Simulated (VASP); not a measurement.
# AlN (Fm-3m) in VASP: a series of runs, part 2 of 2

VASP 6.6.1.

## 3. Electric field gradients, LDA (volume scaled by 1.06)

INCAR reads:

```
SYSTEM = AlN
PREC     = Accurate       ! precision mode
ENCUT    = 520            ! plane-wave cutoff, eV
EDIFF    = 1E-8           ! SCF threshold, eV
ISMEAR   = -1             ! smearing method
SIGMA    = 0.01           ! smearing width, eV
LREAL    = .FALSE.        ! projectors in reciprocal space
LASPH    = .TRUE.         ! aspherical terms in the spheres
NELM     = 100            ! most SCF steps
ALGO     = Normal         ! electronic algorithm
ISIF     = 2              ! what is computed and relaxed
LWAVE    = .FALSE.        ! write WAVECAR
LCHARG   = .FALSE.        ! write CHGCAR
LEFG     = .TRUE.       
NBANDS   = 11             ! bands
```

KPOINTS reads:

```
Automatic mesh
0
G
  12 12 12
  0 0 0
```

POSCAR reads:

```
AlN
1.0
    0.0000000000      2.0167941628      2.0167941628
    2.0167941628      0.0000000000      2.0167941628
    2.0167941628      2.0167941628      0.0000000000
Al N
1 1
Direct
    0.0000000000      0.0000000000      0.0000000000
    0.5000000000      0.5000000000      0.5000000000
```

Potentials or basis: VASP PAW LDA potentials, release 64 (Al, N).

Command:

```
$ cat potpaw_LDA.64/Al/POTCAR potpaw_LDA.64/N/POTCAR > POTCAR
$ mpirun -np 1 vasp_std > vasp.out
```

OUTCAR:

```text
SYSTEM = AlN
   PREC = Accurate
   ENCUT = 520
   EDIFF = 1E-8
   ISMEAR = -1
   LREAL = .FALSE.
   LASPH = .TRUE.
   NELM = 100
   ISIF = 2

 ion  position               nearest neighbor table
   1  0.000  0.000  0.000-   2 2.02   2 2.02   2 2.02   2 2.02   2 2.02   2 2.02
   2  0.500  0.500  0.500-   1 2.02   1 2.02   1 2.02   1 2.02   1 2.02   1 2.02

  LATTYP: Found a face centered cubic cell.
 ALAT       =     4.0335883256

  Lattice vectors:

 A1 = (   0.0000000000,   2.0167941628,   2.0167941628)
 A2 = (   2.0167941628,   0.0000000000,   2.0167941628)
 A3 = (   2.0167941628,   2.0167941628,   0.0000000000)

Analysis of symmetry for initial positions (statically):
=====================================================================
 Subroutine PRICEL returns:
 Original cell was already a primitive cell.

 Routine SETGRP: Setting up the symmetry group for a
 face centered cubic supercell.

 Subroutine GETGRP returns: Found 48 space group operations
 (whereof 48 operations were pure point group operations)
 out of a pool of 48 trial point group operations.

The static configuration has the point symmetry O_h .

Analysis of symmetry for dynamics (positions and initial velocities):
=====================================================================
 Subroutine PRICEL returns:
 Original cell was already a primitive cell.

 Routine SETGRP: Setting up the symmetry group for a
 face centered cubic supercell.

 Subroutine GETGRP returns: Found 48 space group operations
 (whereof 48 operations were pure point group operations)
 out of a pool of 48 trial point group operations.

The dynamic configuration has the point symmetry O_h .

[... 161 lines left out ...]
      7      21.8499      0.00000
      8      21.8499      0.00000
      9      27.0932      0.00000
     10      27.4896      0.00000
     11      27.4896      0.00000
[... 309 lines left out ...]
 k-point    24 :      -0.4167    0.1667    0.0000
  band No.  band energies     occupation
      1      -4.0260      2.00000
      2       2.0195      2.00000
      3       6.7371      2.00000
      4       8.3692      2.00000
      5      17.2950      0.00000
      6      19.1857      0.00000
      7      21.7359      0.00000
      8      22.4952      0.00000
      9      27.9359      0.00000
     10      29.5198      0.00000
     11      29.7286      0.00000

 [... further k-points ...]
[... 5 lines left out ...]
  --------------------------------------------------------------------------------------
  -------------------------------------------------------------------------------------
  Total       -0.4012430     -0.4012430     -0.4012430      0.0000000     -0.0000000      0.0000000
  in kB      -39.1835091    -39.1835091    -39.1835091      0.0000000     -0.0000000      0.0000000
  external PRESSURE =     -39.1835091 kB  Pullay stress =       0.0000000 kB

 VOLUME and BASIS-vectors are now :
 -----------------------------------------------------------------------------
  energy-cutoff  :      520.00
  volume of cell :       16.41
      direct lattice vectors                 reciprocal lattice vectors
     0.000000000  2.016794163  2.016794163    -0.247918211  0.247918211  0.247918211
     2.016794163  0.000000000  2.016794163     0.247918211 -0.247918211  0.247918211
     2.016794163  2.016794163  0.000000000     0.247918211  0.247918211 -0.247918211

 POSITION                                       TOTAL-FORCE (eV/Angst)
 -----------------------------------------------------------------------------------
      0.00000      0.00000      0.00000        -0.000000     -0.000000      0.000000
      2.01679      2.01679      2.01679         0.000000      0.000000     -0.000000
 -----------------------------------------------------------------------------------
    total drift:                               -0.000000     -0.000000      0.000000

  FREE ENERGIE OF THE ION-ELECTRON SYSTEM (eV)
  ---------------------------------------------------
  free  energy   TOTEN  =       -16.2279957122 eV

  energy  without entropy=      -16.2279957122  energy(sigma->0) =      -16.22799571

 Electric field gradients (V/A^2)
---------------------------------------------------------------------
 ion       V_xx      V_yy      V_zz      V_xy      V_xz      V_yz
---------------------------------------------------------------------
   1      -0.000     0.000    -0.000     0.000     0.000     0.000
   2       0.000     0.000     0.000     0.000     0.000     0.000
---------------------------------------------------------------------

 Electric field gradients after diagonalization (V/A^2)
 (convention: |V_zz| > |V_xx| > |V_yy|)
----------------------------------------------------------------------
 ion       V_xx      V_yy      V_zz     asymmetry (V_yy - V_xx)/ V_zz
----------------------------------------------------------------------
   1      -0.000    -0.000     0.000       0.000
   2      -0.000    -0.000     0.001       0.000
----------------------------------------------------------------------

           NMR quadrupolar parameters

 Cq : quadrupolar parameter    Cq=e*Q*V_zz/h
 eta: asymmetry parameters     (V_yy - V_xx)/ V_zz
 Q  : nuclear electric quadrupole moment in mb (millibarn)
----------------------------------------------------------------------
 ion       Cq(MHz)       eta       Q (mb)
----------------------------------------------------------------------
   1       0.000       0.000       1.000
   2       0.000       0.000       1.000
----------------------------------------------------------------------
```

OSZICAR:

```text
N       E                     dE             d eps       ncg     rms          rms(c)
DAV:   1     0.627901790287E+01    0.62790E+01   -0.40201E+03  1712   0.622E+02
DAV:   2    -0.175491166517E+02   -0.23828E+02   -0.22660E+02  1897   0.126E+02
DAV:   3    -0.181076740308E+02   -0.55856E+00   -0.55772E+00  1918   0.164E+01
DAV:   4    -0.181093527725E+02   -0.16787E-02   -0.16787E-02  1758   0.110E+00
DAV:   5    -0.181093624622E+02   -0.96897E-05   -0.96896E-05  1863   0.778E-02    0.770E+00
DAV:   6    -0.162847420240E+02    0.18246E+01   -0.82327E+00  1659   0.148E+01    0.276E+00
DAV:   7    -0.162475244966E+02    0.37218E-01   -0.11766E-01  1818   0.244E+00    0.172E+00
DAV:   8    -0.162280943556E+02    0.19430E-01   -0.13991E-02  1650   0.108E+00    0.249E-01
DAV:   9    -0.162279940795E+02    0.10028E-03   -0.54760E-04  1821   0.133E-01    0.147E-01
DAV:  10    -0.162279960978E+02   -0.20183E-05   -0.18760E-05  1728   0.322E-02    0.258E-02
DAV:  11    -0.162279957222E+02    0.37562E-06   -0.49806E-07  1846   0.554E-03    0.515E-03
DAV:  12    -0.162279957121E+02    0.10039E-07   -0.30863E-08  1704   0.120E-03    0.556E-04
DAV:  13    -0.162279957122E+02   -0.46668E-10   -0.84935E-10   969   0.177E-04
   1 F= -.16227996E+02 E0= -.16227996E+02  d E =-.146379E-11
```

Run time: 6.2 s. Hardware: 1 thread of Intel Xeon Platinum 8488C (Sapphire Rapids), shared host; peak memory 0.13 GiB.

Results:

* Free energy: -16.2280 eV
* Pressure: -3.9 GPa
* Band gap on the k mesh: 4.53 eV, indirect (least direct gap 5.88 eV)

Levels at points of the mesh, in eV from the valence-band top:
```tsv
k point	band 2	band 3	band 4	band 5	band 6	band 7
(0.00, 0.00, 0.00)	0.00	0.00	0.00	5.88	12.05	12.05
(0.50, 0.00, 0.00)	-8.39	-1.09	-1.09	6.17	10.86	10.86
(0.50, 0.50, 0.00)	-7.46	-2.83	-2.83	4.53	5.18	13.98
```

Caveat: without QUAD_EFG the Cq values of the log hold for a quadrupole moment of 1 mb, not for the nuclei. A k mesh can miss the band edges.
